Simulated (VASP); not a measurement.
# CdS (Fm-3m) in VASP: single point with r2SCAN

Aim: the single point of CdS with r2SCAN.

Program: VASP 6.6.1. These are calculated values, not measurements. Logs are shortened: lines on timing, memory, paths and dates and some standing lists are left out, and cuts for length are marked.

## 1. The cell of the first run

The structure is cubic, space group Fm-3m (No. 225). Conventional cell: a = 5.454 Å, b = 5.454 Å, c = 5.454 Å, α = 90.00°, β = 90.00°, γ = 90.00°. Cd (site symmetry m-3m) has 6 S at 2.73 Å within 3.6 Å. Within 3.6 Å of S (site symmetry m-3m) lie 6 Cd at 2.73 Å.

## 2. Single point, r2SCAN

POSCAR

```
CdS
1.0
    0.0000000000      2.7269062253      2.7269062253
    2.7269062253      0.0000000000      2.7269062253
    2.7269062253      2.7269062253      0.0000000000
Cd S
1 1
Direct
    0.0000000000      0.0000000000      0.0000000000
    0.5000000000      0.5000000000      0.5000000000
```

INCAR.step1

```
SYSTEM = CdS
ALGO     = Normal         ! electronic algorithm
EDIFF    = 1E-4           ! SCF threshold, eV
ENCUT    = 520            ! plane-wave cutoff, eV
GGA      = PE             ! functional
ISMEAR   = 0              ! smearing method
LASPH    = .TRUE.         ! aspherical terms in the spheres
LCHARG   = .FALSE.        ! write CHGCAR
LREAL    = .FALSE.        ! projectors in reciprocal space
LWAVE    = .TRUE.         ! write WAVECAR
NBANDS   = 16             ! bands
NELM     = 60             ! most SCF steps
PREC     = Accurate       ! precision mode
SIGMA    = 0.05           ! smearing width, eV
```

INCAR.step2

```
SYSTEM = CdS
ALGO     = Normal         ! electronic algorithm
EDIFF    = 1E-7           ! SCF threshold, eV
ENCUT    = 520            ! plane-wave cutoff, eV
ISIF     = 2              ! what is computed and relaxed
ISMEAR   = 0              ! smearing method
ISTART   = 1            
LASPH    = .TRUE.         ! aspherical terms in the spheres
LCHARG   = .FALSE.        ! write CHGCAR
LMIXTAU  = .TRUE.       
LREAL    = .FALSE.        ! projectors in reciprocal space
LWAVE    = .FALSE.        ! write WAVECAR
METAGGA  = R2SCAN         ! meta-GGA
NBANDS   = 16             ! bands
NELM     = 60             ! most SCF steps
PREC     = Accurate       ! precision mode
SIGMA    = 0.05           ! smearing width, eV
```

KPOINTS

```
k-points
0
G
  8 8 8
  0 0 0
```

Potentials or basis: VASP PAW PBE potentials, release 64 (Cd, S).

The run is started by

```bash
$ cat potpaw_PBE.64/Cd/POTCAR potpaw_PBE.64/S/POTCAR > POTCAR
$ cp INCAR.step1 INCAR
$ mpirun -np 1 vasp_std > vasp.out
$ cp INCAR.step2 INCAR
$ mpirun -np 1 vasp_std > vasp.out
```

OUTCAR:

```text
SYSTEM = CdS
   EDIFF = 1E-7
   ENCUT = 520
   ISIF = 2
   ISMEAR = 0
   ISTART = 1
   LASPH = .TRUE.
   LREAL = .FALSE.
   METAGGA = R2SCAN
   NELM = 60
   PREC = Accurate

 ion  position               nearest neighbor table
   1  0.000  0.000  0.000-   2 2.73   2 2.73   2 2.73   2 2.73   2 2.73   2 2.73
   2  0.500  0.500  0.500-   1 2.73   1 2.73   1 2.73   1 2.73   1 2.73   1 2.73

  LATTYP: Found a face centered cubic cell.
 ALAT       =     5.4538124506

  Lattice vectors:

 A1 = (   0.0000000000,   2.7269062253,   2.7269062253)
 A2 = (   2.7269062253,   0.0000000000,   2.7269062253)
 A3 = (   2.7269062253,   2.7269062253,   0.0000000000)

Analysis of symmetry for initial positions (statically):
=====================================================================
 Subroutine PRICEL returns:
 Original cell was already a primitive cell.

 Routine SETGRP: Setting up the symmetry group for a
 face centered cubic supercell.

 Subroutine GETGRP returns: Found 48 space group operations
 (whereof 48 operations were pure point group operations)
 out of a pool of 48 trial point group operations.

The static configuration has the point symmetry O_h .

Analysis of symmetry for dynamics (positions and initial velocities):
=====================================================================
 Subroutine PRICEL returns:
 Original cell was already a primitive cell.

 Routine SETGRP: Setting up the symmetry group for a
 face centered cubic supercell.

 Subroutine GETGRP returns: Found 48 space group operations
 (whereof 48 operations were pure point group operations)
 out of a pool of 48 trial point group operations.

The dynamic configuration has the point symmetry O_h .

 Subroutine INISYM returns: Found 48 space group operations
 (whereof 48 operations are pure point group operations),
 and found     1 'primitive' translations

----------------------------------------------------------------------------------------

                                     Primitive cell

  volume of cell :      40.5546

  direct lattice vectors                    reciprocal lattice vectors
     0.000000000  2.726906225  2.726906225    -0.183357974  0.183357974  0.183357974
     2.726906225  0.000000000  2.726906225     0.183357974 -0.183357974  0.183357974
     2.726906225  2.726906225  0.000000000     0.183357974  0.183357974 -0.183357974

  length of vectors
     3.856427767  3.856427767  3.856427767     0.317585326  0.317585326  0.317585326

  position of ions in fractional coordinates (direct lattice)
     0.000000000  0.000000000  0.000000000
     0.500000000  0.500000000  0.500000000

  ion indices of the primitive-cell ions
   primitive index   ion index
                 1           1
                 2           2

----------------------------------------------------------------------------------------

 KPOINTS: k-points

Automatic generation of k-mesh.
 Grid dimensions read from file:
 generate k-points for:    8    8    8

 Generating k-lattice:

  Cartesian coordinates                     Fractional coordinates (reciprocal lattice)
    -0.022919747  0.022919747  0.022919747     0.125000000  0.000000000  0.000000000
     0.022919747 -0.022919747  0.022919747     0.000000000  0.125000000  0.000000000
     0.022919747  0.022919747 -0.022919747     0.000000000  0.000000000  0.125000000

  Length of vectors
     0.039698166  0.039698166  0.039698166

  Shift w.r.t. Gamma in fractional coordinates (k-lattice)
     0.000000000  0.000000000  0.000000000

 Subroutine IBZKPT returns following result:
 ===========================================

 Found     29 irreducible k-points:

 Following reciprocal coordinates:
            Coordinates               Weight
  0.000000  0.000000  0.000000      1.000000
  0.125000  0.000000  0.000000      8.000000
  0.250000  0.000000  0.000000      8.000000
  0.375000  0.000000  0.000000      8.000000
  0.500000  0.000000  0.000000      4.000000
  0.125000  0.125000  0.000000      6.000000
[... 16 lines left out ...]
  0.500000  0.250000  0.125000     48.000000
 -0.375000  0.250000  0.125000     24.000000
 [... further k-points ...]
   k-points           NKPTS =     29   k-points in BZ     NKDIM =     29   number of bands    NBANDS=     16
   number of dos      NEDOS =    301   number of ions     NIONS =      2
   total plane-waves  NPLWV =  27000
   dimension x,y,z NGX =    30 NGY =   30 NGZ =   30
   dimension x,y,z NGXF=    60 NGYF=   60 NGZF=   60
   ions per type =               1   1
   NGX,Y,Z   is equivalent  to a cutoff of  12.93, 12.93, 12.93 a.u.
   NGXF,Y,Z  is equivalent  to a cutoff of  25.87, 25.87, 25.87 a.u.
 SYSTEM =  CdS
   PREC   = accura    normal or accurate (medium, high low for compatibility)
   ISTART =      1    job   : 0-new  1-cont  2-samecut
   ICHARG =      0    charge: 1-file 2-atom 10-const
   ISPIN  =      1    spin polarized calculation?
   LNONCOLLINEAR =      F non collinear calculations
   LSORBIT =      F    spin-orbit coupling
   LASPH  =      T    aspherical Exc in radial PAW
   ENCUT  =  520.0 eV  38.22 Ry    6.18 a.u.   7.17  7.17  7.17*2*pi/ulx,y,z
   NELM   =     60;   NELMIN=  2; NELMDL=  0     # of ELM steps
   EDIFF  = 0.1E-06   stopping-criterion for ELM
   LREAL  =      F    real-space projection
   EDIFFG = 0.1E-05   stopping-criterion for IOM
   NSW    =      0    number of steps for IOM
   IBRION =     -1    ionic relax: 0-MD 1-quasi-New 2-CG
   NFREE  =      0    steps in history (QN), initial steepest desc. (CG)
   ISIF   =      2    stress and relaxation
   ISYM   =      2    0-nonsym 1-usesym 2-fastsym
   POTIM  = 0.5000    time-step for ionic-motion
   TEBEG  =    0.0;   TEEND  =   0.0 temperature during run
   PSTRESS=    0.0 pullay stress
   NELECT =      18.0000    total number of electrons
   NUPDOWN=      -1.0000    fix difference up-down
   EMIN   =  10.00;   EMAX   =-10.00  energy-range for DOS
   EFERMI =   0.00;   METHOD = LEGACY
   ISMEAR =     0;   SIGMA  =   0.05  broadening in eV -4-tet -1-fermi 0-gaus
   EFERMI_NEDOS =   21; number of points for ismear=-14 and -15
   IALGO  =     38    algorithm
   IMIX   =      4    mixing-type and parameters
     AMIX     =   0.40;   BMIX     =  1.00
     AMIX_MAG =   1.60;   BMIX_MAG =  1.00
  volume/ion in A,a.u.               =      20.28       136.84
  Fermi-wavevector in a.u.,A,eV,Ry     =   1.248779  2.359849 21.217580  1.559448
  Thomas-Fermi vector in A             =   2.382850
   LORBIT       =      0    0 simple, 1 ext, 2 COOP (PROOUT), +10 PAW based schemes
   METAGGA = R2SCAN    functional components
   LHFCALC =     F    Hartree Fock is set to
   AEXX    =    0.0000 exact exchange contribution
   IVDW    =     0    specifies the selected vdW correction
   LEPSILON=     F    determine dielectric tensor
   LRPA    =     F    only Hartree local field effects (RPA)
 non-spin polarized calculation
 Gauss-broadening in eV      SIGMA  =   0.05
  energy-cutoff  :      520.00
  volume of cell :       40.55
 maximum number of plane-waves:      1106
 NGX is ok and might be reduce to    30
   NGX = 15   NGY = 15   NGZ = 15

 number of electron      18.0000003 magnetization

 Free energy of the ion-electron system (eV)
  ---------------------------------------------------
  ext. energy  EPLUGINS =         0.00000000
  ---------------------------------------------------
  free energy    TOTEN  =       -29.52437817 eV

  energy without entropy =      -29.52437817  energy(sigma->0) =      -29.52437817

 E-fermi :   2.9780     XC(G=0): -11.0038

 val. band max:        2.7493564037   @ k =   0.5000   0.0000   0.0000
 cond. band min:       3.4839832180   @ k =   0.5000   0.5000   0.0000
 fundamental gap:      0.7346268143
 Fermi energy:         2.9780333251

 k-point     1 :       0.0000    0.0000    0.0000
  band No.  band energies     occupation
      1     -10.5902      2.00000
      2      -5.1087      2.00000
      3      -5.1087      2.00000
      4      -5.1080      2.00000
      5      -5.1080      2.00000
      6      -5.1080      2.00000
[... 8 lines left out ...]
     15      15.1422      0.00000
     16      15.1422      0.00000

 k-point     2 :       0.1250    0.0000    0.0000
  band No.  band energies     occupation
      1     -10.4520      2.00000
      2      -5.1600      2.00000
      3      -5.1600      2.00000
      4      -5.1236      2.00000
      5      -5.0785      2.00000
      6      -5.0785      2.00000
[... 8 lines left out ...]
     15      13.6883      0.00000
     16      14.6924      0.00000

 k-point     3 :       0.2500    0.0000    0.0000
  band No.  band energies     occupation
      1     -10.0819      2.00000
      2      -5.2798      2.00000
      3      -5.2798      2.00000
      4      -5.1807      2.00000
      5      -5.0061      2.00000
      6      -5.0061      2.00000
[... 8 lines left out ...]
     15      14.1986      0.00000
     16      14.3921      0.00000

 k-point     4 :       0.3750    0.0000    0.0000
  band No.  band energies     occupation
      1      -9.6390      2.00000
      2      -5.3941      2.00000
      3      -5.3941      2.00000
      4      -5.2914      2.00000
      5      -4.9322      2.00000
      6      -4.9322      2.00000
[... 8 lines left out ...]
     15      15.5023      0.00000
     16      15.5024      0.00000
[... 324 lines left out ...]
 k-point    22 :       0.3750    0.2500    0.1250
  band No.  band energies     occupation
      1      -9.8799      2.00000
      2      -5.3110      2.00000
      3      -5.2106      2.00000
      4      -5.1716      2.00000
      5      -4.9906      2.00000
      6      -4.9165      2.00000
[... 8 lines left out ...]
     15      16.6120      0.00000
     16      17.6390      0.00000

 k-point    23 :       0.5000    0.2500    0.1250
  band No.  band energies     occupation
      1      -9.5958      2.00000
      2      -5.3143      2.00000
      3      -5.2461      2.00000
      4      -5.1700      2.00000
      5      -4.9277      2.00000
      6      -4.8308      2.00000
[... 8 lines left out ...]
     15      17.1533      0.00000
     16      17.7656      0.00000

 k-point    24 :      -0.3750    0.2500    0.1250
  band No.  band energies     occupation
      1      -9.4703      2.00000
      2      -5.3567      2.00000
      3      -5.2088      2.00000
      4      -5.1641      2.00000
      5      -4.8907      2.00000
      6      -4.7908      2.00000
[... 8 lines left out ...]
     15      15.9016      0.00000
     16      18.0598      0.00000

 [... further k-points ...]

------------------------ aborting loop because EDIFF is reached ----------------------------------------

  FORCE on cell =-STRESS in cart. coord.  units (eV):
  Direction    XX          YY          ZZ          XY          YZ          ZX
  --------------------------------------------------------------------------------------
  -------------------------------------------------------------------------------------
  Total        0.1168857      0.1168857      0.1168857     -0.0000000      0.0000000     -0.0000000
  in kB        4.6177599      4.6177599      4.6177599     -0.0000000      0.0000000     -0.0000000
  external PRESSURE =       4.6177599 kB  Pullay stress =       0.0000000 kB

 VOLUME and BASIS-vectors are now :
 -----------------------------------------------------------------------------
  energy-cutoff  :      520.00
  volume of cell :       40.55
      direct lattice vectors                 reciprocal lattice vectors
     0.000000000  2.726906225  2.726906225    -0.183357974  0.183357974  0.183357974
     2.726906225  0.000000000  2.726906225     0.183357974 -0.183357974  0.183357974
     2.726906225  2.726906225  0.000000000     0.183357974  0.183357974 -0.183357974

 POSITION                                       TOTAL-FORCE (eV/Angst)
 -----------------------------------------------------------------------------------
      0.00000      0.00000      0.00000        -0.000000     -0.000000     -0.000000
      2.72691      2.72691      2.72691         0.000000      0.000000      0.000000
 -----------------------------------------------------------------------------------
    total drift:                               -0.000000      0.000000      0.000000

  FREE ENERGIE OF THE ION-ELECTRON SYSTEM (eV)
  ---------------------------------------------------
  free  energy   TOTEN  =       -29.5243781715 eV

  energy  without entropy=      -29.5243781715  energy(sigma->0) =      -29.52437817
```

It took 71 s on 1 thread of Intel Xeon Platinum 8488C (Sapphire Rapids), shared host; peak memory 0.17 GiB.

Results:

```
Free energy            : -29.5244 eV
Pressure               : 0.5 GPa
Band gap on the k mesh : 0.73 eV, indirect (least direct gap 2.35 eV)
```

Caveat: the PAW data sets were made with another functional, which shifts forces and pressure a little. A k mesh can miss the band edges.
